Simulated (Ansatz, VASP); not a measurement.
**One calculation of Ta4C3, two programs**

```
Ta C
1.0
     4.75481    0.00000    0.00000
     0.00000    4.75481    0.00000
     0.00000    0.00000    4.75481
Ta C
4 3
Cartesian
  0.0000 2.3774 2.3774
  2.3774 0.0000 2.3774
  2.3774 2.3774 0.0000
  0.0000 0.0000 0.0000
  2.3774 0.0000 0.0000
  0.0000 2.3774 0.0000
  0.0000 0.0000 2.3774
```

Change from the starting cell: strain +0.080 along x and y, +0.080 along z, atoms carried along.

Alike in both runs: task single point; functional PBEsol; k mesh 10 × 10 × 10; occupations gaussian, width 0.15 eV; no spin polarisation.

|  | VASP | Ansatz |
| --- | --- | --- |
| version | VASP 6.6.1 | Ansatz 0.2.0 |
| potentials or method | VASP PAW PBE potentials, release 64 (Ta_pv, C), cutoff 520 eV | scalar-relativistic, plane waves, PAW |
| valence electrons in the cell | 56 | 64 |

VASP gave:

* gap on the k mesh at the Fermi level (eV): none
* pressure (GPa): -43.8

Task: Which values does Ansatz return?

Result: gap on the k mesh at the Fermi level (eV): none; pressure (GPa): -44.0.

VASP's potentials were made for PBE, not for PBEsol. A gap of «none» marks a metal or a gap that the smearing closes. Both programs put the cell under strong tension, so it lies far from rest at this level. With one functional, cell and mesh, what is left measures potentials, basis and numerics. VASP's potentials hold 56 valence electrons a cell and Ansatz's 64, so a difference there can come from the potentials and not from the codes.

Spin-orbit coupling is off throughout. Noted on VASP's run: the cell as given lies far from equilibrium.
